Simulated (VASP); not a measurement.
# C in VASP: a series of runs

C is run at these levels: LDA; tasks: single point, relaxation of cell and atoms.

Program: VASP 6.6.1. These are calculated values, not measurements. Logs are shortened: lines on timing, memory, paths and dates and some standing lists are left out, and cuts for length are marked.

### Step 1. The cell of the first run

The typed cell holds 4 atoms: a = 2.468 Å, b = 2.476 Å, c = 7.149 Å, α = 91.92°, β = 89.57°, γ = 120.87°.

### Step 2. Single point, LDA

File INCAR:

```
SYSTEM = C
ALGO = Normal ; EDIFF = 1E-7
ENCUT = 520 ; GGA = CA
ISIF = 2 ; ISMEAR = 0
LASPH = .TRUE. ; LCHARG = .TRUE.
LELF = .TRUE. ; LREAL = .FALSE.
LVHAR = .TRUE. ; LWAVE = .FALSE.
NBANDS = 16 ; NELM = 100
PREC = Accurate ; SIGMA = 0.1
```

File KPOINTS:

```
k-points
0
G
  14 14 4
  0 0 0
```

File POSCAR:

```
C
1.0
    1.2159619696     -2.1479622876      0.0091232276
    1.2232502972      2.1521701653     -0.0413730204
   -0.0941886657     -0.0851463517      7.1476530721
C
4
Direct
    0.1034933285      0.9456230676      0.7488005552
    0.5908149738      0.4138432831      0.2394105085
    0.9242568809      0.0859987362      0.2421136921
    0.4285181549      0.5893271320      0.7486182121
```

Potentials or basis: VASP PAW LDA potentials, release 64 (C).

The run is started by

```console
$ cat potpaw_LDA.64/C/POTCAR > POTCAR
$ mpirun -np 1 vasp_std > vasp.out
```

OUTCAR:

```text
SYSTEM = C
   EDIFF = 1E-7
   ENCUT = 520
   GGA = CA
   ISIF = 2
   ISMEAR = 0
   LASPH = .TRUE.
   LREAL = .FALSE.
   NELM = 100
   PREC = Accurate

 ion  position               nearest neighbor table
   1  0.103  0.946  0.749-   4 1.37   4 1.43   4 1.47
   2  0.591  0.414  0.239-   3 1.41   3 1.42   3 1.43
   3  0.924  0.086  0.242-   2 1.41   2 1.42   2 1.43
   4  0.429  0.589  0.749-   1 1.37   1 1.43   1 1.47

  LATTYP: Found a triclinic cell.
 ALAT       =     2.4758613525
 B/A-ratio  =     0.9852850112
 C/A-ratio  =     2.8873913788
 COS(alpha) =     0.0264129970
 COS(beta)  =     0.0335709734
 COS(gamma) =     0.4957470287

  Lattice vectors:

 A1 = (   1.2232502972,   2.1521701653,  -0.0413730204)
 A2 = (   2.4392122668,   0.0042078777,  -0.0322497928)
 A3 = (   0.0941886657,   0.0851463517,  -7.1476530721)

Analysis of symmetry for initial positions (statically):
=====================================================================
 Subroutine PRICEL returns:
 Original cell was already a primitive cell.

 Routine SETGRP: Setting up the symmetry group for a
 triclinic supercell.

 Subroutine GETGRP returns: Found  1 space group operations
 (whereof  1 operations were pure point group operations)
 out of a pool of  2 trial point group operations.

The static configuration has the point symmetry C_1 .

Analysis of symmetry for dynamics (positions and initial velocities):
=====================================================================
 Subroutine PRICEL returns:
 Original cell was already a primitive cell.

 Routine SETGRP: Setting up the symmetry group for a
 triclinic supercell.

 Subroutine GETGRP returns: Found  1 space group operations
 (whereof  1 operations were pure point group operations)
 out of a pool of  2 trial point group operations.

The dynamic configuration has the point symmetry C_1 .

 Subroutine INISYM returns: Found  1 space group operations
 (whereof  1 operations are pure point group operations),
 and found     1 'primitive' translations

----------------------------------------------------------------------------------------

                                     Primitive cell

  volume of cell :      37.4738

  direct lattice vectors                    reciprocal lattice vectors
     1.215961970 -2.147962288  0.009123228     0.410405512 -0.233215692  0.002629966
     1.223250297  2.152170165 -0.041373020     0.409676189  0.231952455  0.008161666
    -0.094188666 -0.085146352  7.147653072     0.001847504  0.001640294  0.139949948

  length of vectors
     2.468276470  2.475861353  7.148780724     0.472047837  0.470853622  0.139971754

  position of ions in fractional coordinates (direct lattice)
     0.103493329  0.945623068  0.748800555
     0.590814974  0.413843283  0.239410509
     0.924256881  0.085998736  0.242113692
     0.428518155  0.589327132  0.748618212

  ion indices of the primitive-cell ions
   primitive index   ion index
                 1           1
                 2           2
                 3           3
                 4           4

----------------------------------------------------------------------------------------

 KPOINTS: k-points

Automatic generation of k-mesh.
 Grid dimensions read from file:
 generate k-points for:   14   14    4

 Generating k-lattice:

  Cartesian coordinates                     Fractional coordinates (reciprocal lattice)
     0.029314679 -0.016658264  0.000187855     0.071428571  0.000000000  0.000000000
     0.029262585  0.016568032  0.000582976    -0.000000000  0.071428571  0.000000000
     0.000461876  0.000410074  0.034987487     0.000000000  0.000000000  0.250000000

  Length of vectors
     0.033717703  0.033632402  0.034992938

  Shift w.r.t. Gamma in fractional coordinates (k-lattice)
     0.000000000  0.000000000  0.000000000

 Subroutine IBZKPT returns following result:
 ===========================================

 Found    396 irreducible k-points:

 Following reciprocal coordinates:
            Coordinates               Weight
  0.000000  0.000000  0.000000      1.000000
  0.071429  0.000000 -0.000000      2.000000
  0.142857  0.000000 -0.000000      2.000000
  0.214286  0.000000 -0.000000      2.000000
  0.285714  0.000000  0.000000      2.000000
  0.357143  0.000000 -0.000000      2.000000
[... 16 lines left out ...]
 -0.000000  0.142857  0.000000      2.000000
  0.071429  0.142857  0.000000      2.000000
 [... further k-points ...]
   k-points           NKPTS =    396   k-points in BZ     NKDIM =    396   number of bands    NBANDS=     16
   number of dos      NEDOS =    301   number of ions     NIONS =      4
   total plane-waves  NPLWV =  17496
   dimension x,y,z NGX =    18 NGY =   18 NGZ =   54
   dimension x,y,z NGXF=    36 NGYF=   36 NGZF=  108
   ions per type =               4
   NGX,Y,Z   is equivalent  to a cutoff of  12.12, 12.09, 12.56 a.u.
   NGXF,Y,Z  is equivalent  to a cutoff of  24.25, 24.17, 25.12 a.u.
 SYSTEM =  C
   PREC   = accura    normal or accurate (medium, high low for compatibility)
   ISTART =      0    job   : 0-new  1-cont  2-samecut
   ICHARG =      2    charge: 1-file 2-atom 10-const
   ISPIN  =      1    spin polarized calculation?
   LNONCOLLINEAR =      F non collinear calculations
   LSORBIT =      F    spin-orbit coupling
   LASPH  =      T    aspherical Exc in radial PAW
   ENCUT  =  520.0 eV  38.22 Ry    6.18 a.u.   4.59  4.60 13.29*2*pi/ulx,y,z
   NELM   =    100;   NELMIN=  2; NELMDL= -5     # of ELM steps
   EDIFF  = 0.1E-06   stopping-criterion for ELM
   LREAL  =      F    real-space projection
   EDIFFG = 0.1E-05   stopping-criterion for IOM
   NSW    =      0    number of steps for IOM
   IBRION =     -1    ionic relax: 0-MD 1-quasi-New 2-CG
   NFREE  =      0    steps in history (QN), initial steepest desc. (CG)
   ISIF   =      2    stress and relaxation
   ISYM   =      2    0-nonsym 1-usesym 2-fastsym
   POTIM  = 0.5000    time-step for ionic-motion
   TEBEG  =    0.0;   TEEND  =   0.0 temperature during run
   PSTRESS=    0.0 pullay stress
   NELECT =      16.0000    total number of electrons
   NUPDOWN=      -1.0000    fix difference up-down
   EMIN   =  10.00;   EMAX   =-10.00  energy-range for DOS
   EFERMI =   0.00;   METHOD = LEGACY
   ISMEAR =     0;   SIGMA  =   0.10  broadening in eV -4-tet -1-fermi 0-gaus
   EFERMI_NEDOS =   21; number of points for ismear=-14 and -15
   IALGO  =     38    algorithm
   IMIX   =      4    mixing-type and parameters
     AMIX     =   0.40;   BMIX     =  1.00
     AMIX_MAG =   1.60;   BMIX_MAG =  1.00
  volume/ion in A,a.u.               =       9.37        63.22
  Fermi-wavevector in a.u.,A,eV,Ry     =   1.232742  2.329545 20.676147  1.519654
  Thomas-Fermi vector in A             =   2.367500
   LORBIT       =      0    0 simple, 1 ext, 2 COOP (PROOUT), +10 PAW based schemes
   GGA     = CA    functional components
   LHFCALC =     F    Hartree Fock is set to
   AEXX    =    0.0000 exact exchange contribution
   IVDW    =     0    specifies the selected vdW correction
   LEPSILON=     F    determine dielectric tensor
   LRPA    =     F    only Hartree local field effects (RPA)
 non-spin polarized calculation
 Gauss-broadening in eV      SIGMA  =   0.10
  energy-cutoff  :      520.00
  volume of cell :       37.47
 maximum number of plane-waves:      1030
   NGX =  9   NGY =  9   NGZ = 27

 number of electron      15.9999999 magnetization

 Free energy of the ion-electron system (eV)
  ---------------------------------------------------
  ext. energy  EPLUGINS =         0.00000000
  ---------------------------------------------------
  free energy    TOTEN  =       -40.32979314 eV

  energy without entropy =      -40.32979191  energy(sigma->0) =      -40.32979253

 E-fermi :   4.0056     XC(G=0): -10.3519

 val. band max:        3.7653670078   @ k =   0.2857   0.3571   0.5000
 cond. band min:       4.2435923970   @ k =   0.2857   0.3571   0.5000
 fundamental gap:      0.4782253891
 Fermi energy:         4.0056238106

 k-point     1 :       0.0000    0.0000    0.0000
  band No.  band energies     occupation
      1     -15.3864      2.00000
      2     -15.1892      2.00000
      3      -4.3465      2.00000
      4      -2.8507      2.00000
      5       0.3204      2.00000
      6       0.8033      2.00000
[... 8 lines left out ...]
     15      15.4215      0.00000
     16      15.5008      0.00000

 k-point     2 :       0.0714    0.0000   -0.0000
  band No.  band energies     occupation
      1     -15.2639      2.00000
      2     -15.0683      2.00000
      3      -4.1966      2.00000
      4      -2.7088      2.00000
      5       0.0086      2.00000
      6       0.4485      2.00000
[... 8 lines left out ...]
     15      14.9999      0.00000
     16      15.1155      0.00000

 k-point     3 :       0.1429    0.0000   -0.0000
  band No.  band energies     occupation
      1     -14.8972      2.00000
      2     -14.7065      2.00000
      3      -3.7492      2.00000
      4      -2.2866      2.00000
      5      -0.8970      2.00000
      6      -0.6614      2.00000
[... 8 lines left out ...]
     15      14.1882      0.00000
     16      14.9207      0.00000

 k-point     4 :       0.2143    0.0000   -0.0000
  band No.  band energies     occupation
      1     -14.2894      2.00000
      2     -14.1068      2.00000
      3      -3.0126      2.00000
      4      -2.3654      2.00000
      5      -2.2940      2.00000
      6      -1.5948      2.00000
[... 8 lines left out ...]
     15      16.2180      0.00000
     16      16.7560      0.00000

 k-point     5 :       0.2857    0.0000    0.0000
  band No.  band energies     occupation
      1     -13.4463      2.00000
      2     -13.2746      2.00000
      3      -4.1790      2.00000
      4      -4.1104      2.00000
      5      -2.0036      2.00000
      6      -1.4635      2.00000
[... 8 lines left out ...]
     15      18.5515      0.00000
     16      18.9621      0.00000

 k-point     6 :       0.3571    0.0000   -0.0000
  band No.  band energies     occupation
      1     -12.3784      2.00000
      2     -12.2203      2.00000
      3      -6.0497      2.00000
      4      -5.9575      2.00000
      5      -2.0600      2.00000
      6      -1.9997      2.00000
[... 8 lines left out ...]
     15      18.5718      0.00000
     16      19.9535      0.00000
[... 267 lines left out ...]
 k-point    21 :      -0.1429    0.0714    0.0000
  band No.  band energies     occupation
      1     -15.0252      2.00000
      2     -14.8329      2.00000
      3      -3.9083      2.00000
      4      -2.4363      2.00000
      5      -0.4159      2.00000
      6      -0.3860      2.00000
[... 8 lines left out ...]
     15      14.3744      0.00000
     16      14.9025      0.00000

 k-point    22 :      -0.0714    0.0714    0.0000
  band No.  band energies     occupation
      1     -15.2675      2.00000
      2     -15.0719      2.00000
      3      -4.2016      2.00000
      4      -2.7135      2.00000
      5       0.0547      2.00000
      6       0.3349      2.00000
[... 8 lines left out ...]
     15      15.0140      0.00000
     16      15.0882      0.00000

 k-point    23 :      -0.0000    0.1429    0.0000
  band No.  band energies     occupation
      1     -14.9021      2.00000
      2     -14.7114      2.00000
      3      -3.7480      2.00000
      4      -2.2854      2.00000
      5      -1.2018      2.00000
      6      -0.5437      2.00000
[... 8 lines left out ...]
     15      14.0002      0.00000
     16      14.3868      0.00000

 k-point    24 :       0.0714    0.1429    0.0000
  band No.  band energies     occupation
      1     -14.5323      2.00000
      2     -14.3462      2.00000
      3      -3.2936      2.00000
      4      -2.0896      2.00000
      5      -1.8587      2.00000
      6      -1.4670      2.00000
[... 8 lines left out ...]
     15      13.9163      0.00000
     16      14.8262      0.00000

 [... further k-points ...]

------------------------ aborting loop because EDIFF is reached ----------------------------------------

  FORCE on cell =-STRESS in cart. coord.  units (eV):
  Direction    XX          YY          ZZ          XY          YZ          ZX
  --------------------------------------------------------------------------------------
  -------------------------------------------------------------------------------------
  Total        0.7005900     -3.2462487     -0.2705501      0.1265081      0.0159873      0.0040739
  in kB       29.9534683   -138.7921660    -11.5672683      5.4088078      0.6835312      0.1741798
  external PRESSURE =     -40.1353220 kB  Pullay stress =       0.0000000 kB

 VOLUME and BASIS-vectors are now :
 -----------------------------------------------------------------------------
  energy-cutoff  :      520.00
  volume of cell :       37.47
      direct lattice vectors                 reciprocal lattice vectors
     1.215961970 -2.147962288  0.009123228     0.410405512 -0.233215692  0.002629966
     1.223250297  2.152170165 -0.041373020     0.409676189  0.231952455  0.008161666
    -0.094188666 -0.085146352  7.147653072     0.001847504  0.001640294  0.139949948

 POSITION                                       TOTAL-FORCE (eV/Angst)
 -----------------------------------------------------------------------------------
      1.21205      1.74908      5.31399        -2.272452     -1.864985      0.025156
      1.20209     -0.39877      1.69949         0.406028      0.405096      0.334267
      1.20625     -1.82080      1.73542        -0.402340     -0.406131     -0.323876
      1.17145      0.28415      5.33039         2.268763      1.866020     -0.035547
 -----------------------------------------------------------------------------------
    total drift:                                0.000250     -0.000180      0.000017

  FREE ENERGIE OF THE ION-ELECTRON SYSTEM (eV)
  ---------------------------------------------------
  free  energy   TOTEN  =       -40.3297931365 eV

  energy  without entropy=      -40.3297919149  energy(sigma->0) =      -40.32979253
```

It took 2.6 min on 1 thread of Intel Xeon Platinum 8488C (Sapphire Rapids), shared host; peak memory 0.26 GiB.

Results:

```
Free energy   : -40.3298 eV
Pressure      : -4.0 GPa
Largest force : 2.940 eV/Å
```

Forces in eV/Å, atoms in the order of the input:
```
C   -2.272 -1.865  0.025
C    0.406  0.405  0.334
C   -0.402 -0.406 -0.324
C    2.269  1.866 -0.036
```

Stress tensor (GPa, compression positive):
```
  3.00   0.54   0.02
  0.54 -13.88   0.07
  0.02   0.07  -1.16
```

Caveat: the cell stands under tension; forces of over 1 eV/Å act on the atoms, so gaps and moduli don't describe the material at rest.

### Step 3. Relaxation of cell and atoms, LDA

File INCAR:

```
SYSTEM = C
  PREC = Accurate
  ENCUT = 600
  EDIFF = 1E-6
  ISMEAR = 0
  SIGMA = 0.1
  LREAL = .FALSE.
  LASPH = .TRUE.
  NELM = 100
  ALGO = Normal
  ISIF = 3
  LWAVE = .FALSE.
  LCHARG = .FALSE.
  IBRION = 2
  NSW = 80
  EDIFFG = -0.01
```

File KPOINTS:

```
Automatic mesh
0
G
  18 18 6
  0 0 0
```

File POSCAR:

```
C
1.0
    1.2280479700     -2.1270618200      0.0000000000
    1.2280479700      2.1270618200      0.0000000000
    0.0000000000      0.0000000000      7.1732677600
C
4
Direct
    0.0833794600      0.9166205400      0.7531376000
    0.5833794600      0.4166205400      0.2468624000
    0.9166205400      0.0833794600      0.2468624000
    0.4166205400      0.5833794600      0.7531376000
```

Potentials or basis: VASP PAW LDA potentials, release 64 (C).

The run is started by

```console
$ cat potpaw_LDA.64/C/POTCAR > POTCAR
$ mpirun -np 1 vasp_std > vasp.out
```

Wall time 45 min (1 thread of Intel Xeon 8259CL, shared host); peak memory 0.3 GiB.

The run converged. Its results:

| Quantity | Value |
| --- | --- |
| Free energy | -40.4620 eV |
| Relaxed volume | 8.58 Å³/atom |
| Relaxed cell | a = 2.446 Å, b = 2.446 Å, c = 6.624 Å, α = 90.00°, β = 90.00°, γ = 119.97° |
| Space group after relaxing (to 0.1 Å) | Fmmm (No. 69) |
| Energy gained by relaxing | 5.3 meV/atom |
| Ionic steps | 38 |
| Pressure after relaxing | 0.0 GPa |
| Largest force after relaxing | 0.005 eV/Å |

Forces in eV/Å, atoms in the order of the input:
```
C    0.000 -0.005 -0.002
C    0.000 -0.005  0.002
C    0.000  0.005  0.002
C    0.000  0.005 -0.002
```

Stress tensor (GPa, compression positive):
```
 0.08  0.00  0.00
 0.00 -0.13  0.00
 0.00  0.00  0.08
```

The path:
| step | energy change (eV) | largest force (eV/Å) | pressure (GPa) | volume (Å³) |
| --- | --- | --- | --- | --- |
| 1 | 0.0000 | 0.0262 | -3.63 | 37.48 |
| 2 | 0.0193 | 0.1141 | 7.35 | 36.33 |
| 3 | -0.0048 | 0.0142 | -0.39 | 37.12 |
| 4 | -0.0048 | 0.0150 | -0.33 | 37.11 |
| 5 | -0.0061 | 0.0536 | -0.28 | 36.97 |
| 6 | -0.0086 | 0.2606 | -0.13 | 36.52 |
| 7 | -0.0071 | 0.6870 | 0.28 | 35.64 |
| 8 | -0.0091 | 0.4032 | 0.02 | 36.22 |
| 9 | -0.0092 | 0.4016 | 0.02 | 36.21 |
| 10 | -0.0096 | 0.3971 | 0.03 | 36.18 |
| 11 | -0.0102 | 0.3880 | 0.01 | 36.11 |
| 12 | -0.0115 | 0.3698 | 0.00 | 35.96 |
| 13 | -0.0138 | 0.3335 | 0.00 | 35.68 |
| 14 | -0.0174 | 0.2612 | 0.02 | 35.11 |
| 15 | -0.0191 | 0.1173 | 0.21 | 33.97 |
| 16 | -0.0195 | 0.1622 | 0.15 | 34.33 |
| 17 | -0.0203 | 0.0698 | 0.08 | 34.41 |
| 18 | -0.0205 | 0.0365 | 0.02 | 34.50 |
| 19 | -0.0206 | 0.0232 | 0.00 | 34.50 |
| 20 | -0.0207 | 0.0150 | -0.05 | 34.51 |
| 21 | -0.0207 | 0.0110 | -0.05 | 34.51 |
| 22 | -0.0207 | 0.0200 | -0.02 | 34.51 |
| 23 | -0.0207 | 0.0152 | -0.02 | 34.51 |
| 24 | -0.0207 | 0.0144 | -0.04 | 34.51 |
| 25 | -0.0207 | 0.0135 | 0.00 | 34.50 |
| 26 | -0.0207 | 0.0119 | 0.04 | 34.49 |
| 27 | -0.0208 | 0.0098 | 0.12 | 34.46 |
| 28 | -0.0208 | 0.0087 | 0.29 | 34.41 |
| 29 | -0.0208 | 0.0091 | 0.27 | 34.41 |
| 30 | -0.0208 | 0.0098 | 0.27 | 34.41 |
| 31 | -0.0209 | 0.0119 | 0.24 | 34.40 |
| 32 | -0.0209 | 0.0172 | 0.18 | 34.39 |
| 33 | -0.0210 | 0.0289 | 0.08 | 34.36 |
| 34 | -0.0210 | 0.0534 | -0.14 | 34.30 |
| 35 | -0.0210 | 0.0401 | -0.03 | 34.33 |
| 36 | -0.0211 | 0.0089 | -0.02 | 34.33 |
| 37 | -0.0211 | 0.0086 | -0.02 | 34.32 |
| 38 | -0.0211 | 0.0048 | 0.01 | 34.32 |

Final structure:
```
C
1.0
     1.22325   -2.11764    0.00000
     1.22325    2.11764    0.00000
     0.00000    0.00000    6.62418
C
4
Direct
  0.08329 0.91671 0.75035
  0.58329 0.41671 0.24965
  0.91671 0.08329 0.24965
  0.41671 0.58329 0.75035
```

Levels at points of the mesh, in eV from the Fermi level:
| k point | band 5 | band 6 | band 7 | band 8 | band 9 | band 10 | band 11 | band 12 |
| --- | --- | --- | --- | --- | --- | --- | --- | --- |
| (0.00, 0.00, 0.00) | -3.00 | -2.98 | -2.97 | -2.96 | 3.92 | 8.41 | 8.45 | 8.49 |
| (0.50, 0.00, 0.00) | -6.42 | -6.42 | -2.52 | -2.52 | 1.88 | 1.88 | 7.73 | 7.73 |
| (0.50, 0.50, 0.00) | -6.46 | -6.40 | -3.14 | -1.54 | 0.82 | 2.56 | 7.49 | 7.95 |
| (0.00, 0.00, 0.50) | -2.98 | -2.98 | -2.97 | -2.97 | 6.67 | 6.70 | 8.47 | 8.47 |
| (0.50, 0.00, 0.50) | -6.42 | -6.42 | -2.40 | -2.40 | 1.60 | 1.60 | 7.73 | 7.73 |
| (0.50, 0.50, 0.50) | -6.43 | -6.43 | -2.41 | -2.39 | 1.60 | 1.61 | 7.71 | 7.71 |
